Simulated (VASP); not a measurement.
# HgTe (F-43m) in VASP: a series of runs

HgTe is run at these levels: LDA; tasks: single point.

All numbers are computed with VASP 6.6.1; they aren't measurements. Logs are shortened: lines on timing, memory, paths and dates and some standing lists are left out, and cuts for length are marked.

### Step 1. The cell of the first run

The structure is cubic, space group F-43m (No. 216). Conventional cell: a = 6.315 Å, b = 6.315 Å, c = 6.315 Å, α = 90.00°, β = 90.00°, γ = 90.00°. Within 3.6 Å of Hg (site symmetry -43m) lie 4 Te at 2.73 Å. Te (site symmetry -43m) has 4 Hg at 2.73 Å within 3.6 Å.

### Step 2. Single point, LDA (volume scaled by 0.94)

INCAR reads:

```
PREC = Accurate
ENCUT = 520
EDIFF = 1E-6
ISMEAR = -1
SIGMA = 0.03
LREAL = False
LASPH = True
NELM = 100
ALGO = Normal
ISIF = 2
LWAVE = False
LCHARG = True
GGA = CA
LELF = True
LVHAR = True
NBANDS = 16
```

KPOINTS reads:

```
regular mesh
0
Gamma
  11 11 11
```

POSCAR reads:

```
HgTe
1.0
    0.0000000000      3.1576958214      3.1576958214
    3.1576958214      0.0000000000      3.1576958214
    3.1576958214      3.1576958214      0.0000000000
Hg Te
1 1
Direct
    0.0000000000      0.0000000000      0.0000000000
    0.7500000000      0.7500000000      0.7500000000
```

Potentials or basis: VASP PAW LDA potentials, release 64 (Hg, Te).

Started as:

```sh
$ cat potpaw_LDA.64/Hg/POTCAR potpaw_LDA.64/Te/POTCAR > POTCAR
$ mpirun -np 1 vasp_std > vasp.out
```

OUTCAR:

```text
PREC = Accurate
   ENCUT = 520
   EDIFF = 1E-6
   ISMEAR = -1
   LREAL = False
   LASPH = True
   NELM = 100
   ISIF = 2
   GGA = CA

 ion  position               nearest neighbor table
   1  0.000  0.000  0.000-   2 2.73   2 2.73   2 2.73   2 2.73
   2  0.750  0.750  0.750-   1 2.73   1 2.73   1 2.73   1 2.73

  LATTYP: Found a face centered cubic cell.
 ALAT       =     6.3153916428

  Lattice vectors:

 A1 = (   0.0000000000,   3.1576958214,   3.1576958214)
 A2 = (   3.1576958214,   0.0000000000,   3.1576958214)
 A3 = (   3.1576958214,   3.1576958214,   0.0000000000)

Analysis of symmetry for initial positions (statically):
=====================================================================
 Subroutine PRICEL returns:
 Original cell was already a primitive cell.

 Routine SETGRP: Setting up the symmetry group for a
 face centered cubic supercell.

 Subroutine GETGRP returns: Found 24 space group operations
 (whereof 24 operations were pure point group operations)
 out of a pool of 48 trial point group operations.

The static configuration has the point symmetry T_d .

Analysis of symmetry for dynamics (positions and initial velocities):
=====================================================================
 Subroutine PRICEL returns:
 Original cell was already a primitive cell.

 Routine SETGRP: Setting up the symmetry group for a
 face centered cubic supercell.

 Subroutine GETGRP returns: Found 24 space group operations
 (whereof 24 operations were pure point group operations)
 out of a pool of 48 trial point group operations.

The dynamic configuration has the point symmetry T_d .

 Subroutine INISYM returns: Found 24 space group operations
 (whereof 24 operations are pure point group operations),
 and found     1 'primitive' translations

----------------------------------------------------------------------------------------

                                     Primitive cell

  volume of cell :      62.9710

  direct lattice vectors                    reciprocal lattice vectors
     0.000000000  3.157695821  3.157695821    -0.158343307  0.158343307  0.158343307
     3.157695821  0.000000000  3.157695821     0.158343307 -0.158343307  0.158343307
     3.157695821  3.157695821  0.000000000     0.158343307  0.158343307 -0.158343307

  length of vectors
     4.465656256  4.465656256  4.465656256     0.274258653  0.274258653  0.274258653

  position of ions in fractional coordinates (direct lattice)
     0.000000000  0.000000000  0.000000000
     0.750000000  0.750000000  0.750000000

  ion indices of the primitive-cell ions
   primitive index   ion index
                 1           1
                 2           2

----------------------------------------------------------------------------------------

 KPOINTS: regular mesh

Automatic generation of k-mesh.
 Grid dimensions read from file:
 generate k-points for:   11   11   11

 Generating k-lattice:

  Cartesian coordinates                     Fractional coordinates (reciprocal lattice)
    -0.014394846  0.014394846  0.014394846     0.090909091  0.000000000  0.000000000
     0.014394846 -0.014394846  0.014394846     0.000000000  0.090909091  0.000000000
     0.014394846  0.014394846 -0.014394846     0.000000000  0.000000000  0.090909091

  Length of vectors
     0.024932605  0.024932605  0.024932605

  Shift w.r.t. Gamma in fractional coordinates (k-lattice)
     0.000000000  0.000000000  0.000000000

 Subroutine IBZKPT returns following result:
 ===========================================

 Found     56 irreducible k-points:

 Following reciprocal coordinates:
            Coordinates               Weight
  0.000000  0.000000  0.000000      1.000000
  0.090909  0.000000  0.000000      8.000000
  0.181818  0.000000  0.000000      8.000000
  0.272727  0.000000  0.000000      8.000000
  0.363636  0.000000  0.000000      8.000000
  0.454545  0.000000  0.000000      8.000000
[... 16 lines left out ...]
 -0.272727  0.181818  0.000000     24.000000
 -0.181818  0.181818  0.000000     12.000000
 [... further k-points ...]
   k-points           NKPTS =     56   k-points in BZ     NKDIM =     56   number of bands    NBANDS=     16
   number of dos      NEDOS =    301   number of ions     NIONS =      2
   total plane-waves  NPLWV =  46656
   dimension x,y,z NGX =    36 NGY =   36 NGZ =   36
   dimension x,y,z NGXF=    72 NGYF=   72 NGZF=   72
   ions per type =               1   1
   NGX,Y,Z   is equivalent  to a cutoff of  13.40, 13.40, 13.40 a.u.
   NGXF,Y,Z  is equivalent  to a cutoff of  26.80, 26.80, 26.80 a.u.
 SYSTEM =  unknown system
   PREC   = accura    normal or accurate (medium, high low for compatibility)
   ISTART =      0    job   : 0-new  1-cont  2-samecut
   ICHARG =      2    charge: 1-file 2-atom 10-const
   ISPIN  =      1    spin polarized calculation?
   LNONCOLLINEAR =      F non collinear calculations
   LSORBIT =      F    spin-orbit coupling
   LASPH  =      T    aspherical Exc in radial PAW
   ENCUT  =  520.0 eV  38.22 Ry    6.18 a.u.   8.30  8.30  8.30*2*pi/ulx,y,z
   NELM   =    100;   NELMIN=  2; NELMDL= -5     # of ELM steps
   EDIFF  = 0.1E-05   stopping-criterion for ELM
   LREAL  =      F    real-space projection
   EDIFFG = 0.1E-04   stopping-criterion for IOM
   NSW    =      0    number of steps for IOM
   IBRION =     -1    ionic relax: 0-MD 1-quasi-New 2-CG
   NFREE  =      0    steps in history (QN), initial steepest desc. (CG)
   ISIF   =      2    stress and relaxation
   ISYM   =      2    0-nonsym 1-usesym 2-fastsym
   POTIM  = 0.5000    time-step for ionic-motion
   TEBEG  =    0.0;   TEEND  =   0.0 temperature during run
   PSTRESS=    0.0 pullay stress
   NELECT =      18.0000    total number of electrons
   NUPDOWN=      -1.0000    fix difference up-down
   EMIN   =  10.00;   EMAX   =-10.00  energy-range for DOS
   EFERMI =   0.00;   METHOD = LEGACY
   ISMEAR =    -1;   SIGMA  =   0.03  broadening in eV -4-tet -1-fermi 0-gaus
   EFERMI_NEDOS =   21; number of points for ismear=-14 and -15
   IALGO  =     38    algorithm
   IMIX   =      4    mixing-type and parameters
     AMIX     =   0.40;   BMIX     =  1.00
     AMIX_MAG =   1.60;   BMIX_MAG =  1.00
  volume/ion in A,a.u.               =      31.49       212.47
  Fermi-wavevector in a.u.,A,eV,Ry     =   1.078414  2.037906 15.823249  1.162976
  Thomas-Fermi vector in A             =   2.214352
   LORBIT       =      0    0 simple, 1 ext, 2 COOP (PROOUT), +10 PAW based schemes
   GGA     = CA    functional components
   LHFCALC =     F    Hartree Fock is set to
   AEXX    =    0.0000 exact exchange contribution
   IVDW    =     0    specifies the selected vdW correction
   LEPSILON=     F    determine dielectric tensor
   LRPA    =     F    only Hartree local field effects (RPA)
 non-spin polarized calculation
  energy-cutoff  :      520.00
  volume of cell :       62.97
 maximum number of plane-waves:      1717
 NGX is ok and might be reduce to    36
   NGX = 17   NGY = 17   NGZ = 17

 number of electron      18.0000000 magnetization

 Free energy of the ion-electron system (eV)
  ---------------------------------------------------
  ext. energy  EPLUGINS =         0.00000000
  ---------------------------------------------------
  free energy    TOTEN  =        -4.99730878 eV

  energy without entropy =       -4.99718437  energy(sigma->0) =       -4.99724657

 E-fermi :   3.7159     XC(G=0):  -9.4087

 val. band max:        3.6873616352   @ k =   0.0000   0.0000   0.0000
 cond. band min:       4.1966503268   @ k =   0.0909   0.0000   0.0000
 fundamental gap:      0.5092886916
 Fermi energy:         3.7158510941

 k-point     1 :       0.0000    0.0000    0.0000
  band No.  band energies     occupation
      1      -8.8885      2.00000
      2      -4.1272      2.00000
      3      -4.1272      2.00000
      4      -4.1272      2.00000
      5      -3.5052      2.00000
      6      -3.5052      2.00000
[... 8 lines left out ...]
     15      13.2979      0.00000
     16      13.2979      0.00000

 k-point     2 :       0.0909    0.0000    0.0000
  band No.  band energies     occupation
      1      -8.8407      2.00000
      2      -4.1151      2.00000
      3      -4.1136      2.00000
      4      -4.1136      2.00000
      5      -3.5071      2.00000
      6      -3.5071      2.00000
[... 8 lines left out ...]
     15      12.5383      0.00000
     16      12.5383      0.00000

 k-point     3 :       0.1818    0.0000    0.0000
  band No.  band energies     occupation
      1      -8.7083      2.00000
      2      -4.0783      2.00000
      3      -4.0783      2.00000
      4      -4.0634      2.00000
      5      -3.5096      2.00000
      6      -3.5096      2.00000
[... 8 lines left out ...]
     15      12.1015      0.00000
     16      12.1015      0.00000

 k-point     4 :       0.2727    0.0000    0.0000
  band No.  band energies     occupation
      1      -8.5259      2.00000
      2      -4.0361      2.00000
      3      -4.0361      2.00000
      4      -3.9302      2.00000
      5      -3.5062      2.00000
      6      -3.5062      2.00000
[... 8 lines left out ...]
     15      12.1613      0.00000
     16      12.1613      0.00000

 k-point     5 :       0.3636    0.0000    0.0000
  band No.  band energies     occupation
      1      -8.3485      2.00000
      2      -4.0030      2.00000
      3      -4.0030      2.00000
      4      -3.6641      2.00000
      5      -3.4947      2.00000
      6      -3.4947      2.00000
[... 8 lines left out ...]
     15      12.7342      0.00000
     16      12.7342      0.00000

 k-point     6 :       0.4545    0.0000    0.0000
  band No.  band energies     occupation
      1      -8.2386      2.00000
      2      -3.9866      2.00000
      3      -3.9866      2.00000
      4      -3.4831      2.00000
      5      -3.4831      2.00000
      6      -3.2711      2.00000
[... 8 lines left out ...]
     15      13.5318      0.00000
     16      13.5318      0.00000

 k-point     7 :       0.0909    0.0909    0.0000
  band No.  band energies     occupation
      1      -8.8246      2.00000
      2      -4.1268      2.00000
      3      -4.1012      2.00000
      4      -4.1012      2.00000
      5      -3.5161      2.00000
      6      -3.4995      2.00000
[... 8 lines left out ...]
     15      11.7822      0.00000
     16      13.3339      0.00000

 k-point     8 :       0.1818    0.0909    0.0000
  band No.  band energies     occupation
      1      -8.7202      2.00000
      2      -4.1081      2.00000
      3      -4.0656      2.00000
      4      -4.0612      2.00000
      5      -3.5253      2.00000
      6      -3.4951      2.00000
[... 8 lines left out ...]
     15      11.7126      0.00000
     16      12.8595      0.00000

 k-point     9 :       0.2727    0.0909    0.0000
  band No.  band energies     occupation
      1      -8.5537      2.00000
      2      -4.0596      2.00000
      3      -4.0212      2.00000
      4      -3.9712      2.00000
      5      -3.5257      2.00000
      6      -3.4899      2.00000
[... 8 lines left out ...]
     15      12.0628      0.00000
     16      12.7408      0.00000
[... 172 lines left out ...]
 k-point    19 :       0.3636    0.1818    0.0000
  band No.  band energies     occupation
      1      -8.3419      2.00000
      2      -4.0177      2.00000
      3      -3.9351      2.00000
      4      -3.8406      2.00000
      5      -3.5003      2.00000
      6      -3.4687      2.00000
[... 8 lines left out ...]
     15      13.1347      0.00000
     16      13.5872      0.00000

 k-point    20 :       0.4545    0.1818    0.0000
  band No.  band energies     occupation
      1      -8.2025      2.00000
      2      -3.9784      2.00000
      3      -3.9126      2.00000
      4      -3.6632      2.00000
      5      -3.4691      2.00000
      6      -3.3537      2.00000
[... 8 lines left out ...]
     15      13.3272      0.00000
     16      14.0259      0.00000

 k-point    21 :      -0.4545    0.1818    0.0000
  band No.  band energies     occupation
      1      -8.1395      2.00000
      2      -3.9620      2.00000
      3      -3.9124      2.00000
      4      -3.5593      2.00000
      5      -3.4838      2.00000
      6      -3.1125      2.00000
[... 8 lines left out ...]
     15      13.2587      0.00000
     16      13.4441      0.00000

 k-point    22 :      -0.3636    0.1818    0.0000
  band No.  band energies     occupation
      1      -8.1767      2.00000
      2      -3.9591      2.00000
      3      -3.9328      2.00000
      4      -3.5450      2.00000
      5      -3.5091      2.00000
      6      -3.2956      2.00000
[... 8 lines left out ...]
     15      12.4202      0.00000
     16      13.4419      0.00000

 k-point    23 :      -0.2727    0.1818    0.0000
  band No.  band energies     occupation
      1      -8.2998      2.00000
      2      -3.9717      2.00000
      3      -3.9702      2.00000
      4      -3.7234      2.00000
      5      -3.5297      2.00000
      6      -3.4454      2.00000
[... 8 lines left out ...]
     15      12.8325      0.00000
     16      14.0572      0.00000

 k-point    24 :      -0.1818    0.1818    0.0000
  band No.  band energies     occupation
      1      -8.4639      2.00000
      2      -4.0201      2.00000
      3      -4.0025      2.00000
      4      -3.9153      2.00000
      5      -3.5345      2.00000
      6      -3.4747      2.00000
[... 8 lines left out ...]
     15      12.8025      0.00000
     16      13.0299      0.00000

 [... further k-points ...]

------------------------ aborting loop because EDIFF is reached ----------------------------------------

  FORCE on cell =-STRESS in cart. coord.  units (eV):
  Direction    XX          YY          ZZ          XY          YZ          ZX
  --------------------------------------------------------------------------------------
  -------------------------------------------------------------------------------------
  Total        1.3442206      1.3442206      1.3442206      0.0000000      0.0000000      0.0000000
  in kB       34.2011134     34.2011134     34.2011134      0.0000000      0.0000000      0.0000000
  external PRESSURE =      34.2011134 kB  Pullay stress =       0.0000000 kB

 VOLUME and BASIS-vectors are now :
 -----------------------------------------------------------------------------
  energy-cutoff  :      520.00
  volume of cell :       62.97
      direct lattice vectors                 reciprocal lattice vectors
     0.000000000  3.157695821  3.157695821    -0.158343307  0.158343307  0.158343307
     3.157695821  0.000000000  3.157695821     0.158343307 -0.158343307  0.158343307
     3.157695821  3.157695821  0.000000000     0.158343307  0.158343307 -0.158343307

 POSITION                                       TOTAL-FORCE (eV/Angst)
 -----------------------------------------------------------------------------------
      0.00000      0.00000      0.00000         0.000000      0.000000     -0.000000
      4.73654      4.73654      4.73654        -0.000000     -0.000000      0.000000
 -----------------------------------------------------------------------------------
    total drift:                                0.000000      0.000000      0.000000

  FREE ENERGIE OF THE ION-ELECTRON SYSTEM (eV)
  ---------------------------------------------------
  free  energy   TOTEN  =        -4.9973087804 eV

  energy  without entropy=       -4.9971843666  energy(sigma->0) =       -4.99724657
```

Run time: 62 s. Hardware: 1 thread of Intel Xeon Platinum 8375C at 2.90GHz (Ice Lake), shared host; peak memory 0.2 GiB.

Results:

* Free energy: -4.9973 eV
* Pressure: 3.4 GPa
* Band gap on the k mesh: zero (filled and empty bands touch)

Levels at points of the mesh, in eV from the Fermi level:
| k point | band 6 | band 7 | band 8 | band 9 | band 10 | band 11 | band 12 | band 13 |
| --- | --- | --- | --- | --- | --- | --- | --- | --- |
| (0.00, 0.00, 0.00) | -7.22 | -0.72 | -0.03 | -0.03 | -0.03 | 4.00 | 4.00 | 4.00 |

Caveat: spin-orbit coupling is left out, which moves the levels of the heavy elements.

### Step 3. Single point, LDA (volume scaled by 0.96)

INCAR reads:

```
PREC = Accurate ; ENCUT = 520
EDIFF = 1E-7 ; ISMEAR = -1
SIGMA = 0.03 ; LREAL = F
LASPH = T ; NELM = 80
ALGO = Normal ; ISIF = 2
LWAVE = F ; LCHARG = F
GGA = CA ; NBANDS = 16
```

KPOINTS reads:

```
Automatic mesh
0
Gamma
  11 11 11
```

POSCAR reads:

```
HgTe
1.0
    0.0000000000      3.1799338486      3.1799338486
    3.1799338486      0.0000000000      3.1799338486
    3.1799338486      3.1799338486      0.0000000000
Hg Te
1 1
Direct
    0.0000000000      0.0000000000      0.0000000000
    0.7500000000      0.7500000000      0.7500000000
```

Potentials or basis: VASP PAW LDA potentials, release 64 (Hg, Te).

Started as:

```sh
$ cat potpaw_LDA.64/Hg/POTCAR potpaw_LDA.64/Te/POTCAR > POTCAR
$ mpirun -np 1 vasp_std > vasp.out
```

It took 78 s on 1 thread of Intel Xeon Platinum 8375C at 2.90GHz (Ice Lake), shared host; peak memory 0.2 GiB.

The run converged. Its results:

- Free energy: -5.0208 eV
- Pressure: 2.1 GPa
- Band gap on the k mesh: zero (filled and empty bands touch)

Levels at points of the mesh, in eV from the Fermi level:
| k point | band 5 | band 6 | band 7 | band 8 | band 9 | band 10 | band 11 | band 12 | band 13 | band 14 |
| --- | --- | --- | --- | --- | --- | --- | --- | --- | --- | --- |
| (0.00, 0.00, 0.00) | -7.11 | -7.11 | -0.78 | -0.03 | -0.03 | -0.03 | 4.04 | 4.04 | 4.04 | 6.19 |

Caveat: spin-orbit coupling is left out, which moves the levels of the heavy elements.

### Step 4. Single point, LDA (volume scaled by 0.98)

INCAR reads:

```
PREC = Accurate ; ENCUT = 520
EDIFF = 1E-6 ; ISMEAR = -1
SIGMA = 0.03 ; LREAL = False
LASPH = True ; NELM = 100
ALGO = Normal ; ISIF = 2
LWAVE = False ; LCHARG = False
GGA = CA ; NBANDS = 16
```

KPOINTS reads:

```
regular mesh
0
Gamma
  11 11 11
```

POSCAR reads:

```
HgTe
1.0
    0.0000000000      3.2018651199      3.2018651199
    3.2018651199      0.0000000000      3.2018651199
    3.2018651199      3.2018651199      0.0000000000
Hg Te
1 1
Direct
    0.0000000000      0.0000000000      0.0000000000
    0.7500000000      0.7500000000      0.7500000000
```

Started as:

```sh
$ cat potpaw_LDA.64/Hg/POTCAR potpaw_LDA.64/Te/POTCAR > POTCAR
$ mpirun -np 1 vasp_std > vasp.out
```

It took 65 s on 1 thread of Intel Xeon Platinum 8375C at 2.90GHz (Ice Lake), shared host; peak memory 0.21 GiB.

The run converged. Its results:

- Free energy: -5.0342 eV
- Pressure: 1.0 GPa
- Band gap on the k mesh: zero (filled and empty bands touch)

Levels at points of the mesh, in eV from the Fermi level:
```
           k point  band 5  band 6  band 7  band 8  band 9  band 10  band 11  band 12  band 13  band 14
(0.00, 0.00, 0.00)   -7.01   -7.01   -0.83   -0.03   -0.03    -0.03     4.08     4.08     4.08     6.20
```

Caveat: spin-orbit coupling is left out, which moves the levels of the heavy elements.

### Step 5. Single point, LDA (volume scaled by 0.99)

INCAR reads:

```
SYSTEM = HgTe
ALGO = Normal
EDIFF = 1E-6
ENCUT = 520
ISIF = 2
ISMEAR = -1
LASPH = .TRUE.
LCHARG = .FALSE.
LREAL = .FALSE.
LWAVE = .FALSE.
NBANDS = 16
NELM = 100
PREC = Accurate
SIGMA = 0.03
```

KPOINTS reads:

```
k-points
0
G
  11 11 11
  0 0 0
```

POSCAR reads:

```
HgTe
1.0
    0.0000000000      3.2127189830      3.2127189830
    3.2127189830      0.0000000000      3.2127189830
    3.2127189830      3.2127189830      0.0000000000
Hg Te
1 1
Direct
    0.0000000000      0.0000000000      0.0000000000
    0.7500000000      0.7500000000      0.7500000000
```

Started as:

```sh
$ cat potpaw_LDA.64/Hg/POTCAR potpaw_LDA.64/Te/POTCAR > POTCAR
$ mpirun -np 1 vasp_std > vasp.out
```

It took 76 s on 1 thread of Intel Xeon Platinum 8375C at 2.90GHz (Ice Lake), shared host; peak memory 0.21 GiB.

Results (log left out):

```
Free energy            : -5.0375 eV
Pressure               : 0.5 GPa
Band gap on the k mesh : zero (filled and empty bands touch)
```

Levels at points of the mesh, in eV from the Fermi level:
```csv
k point,band 7,band 8,band 9,band 10,band 11,band 12
"(0.00, 0.00, 0.00)",-0.86,-0.03,-0.03,-0.03,4.09,4.09
```

Caveat: spin-orbit coupling is left out, which moves the levels of the heavy elements.

(Part 1 of 2 ends here.)
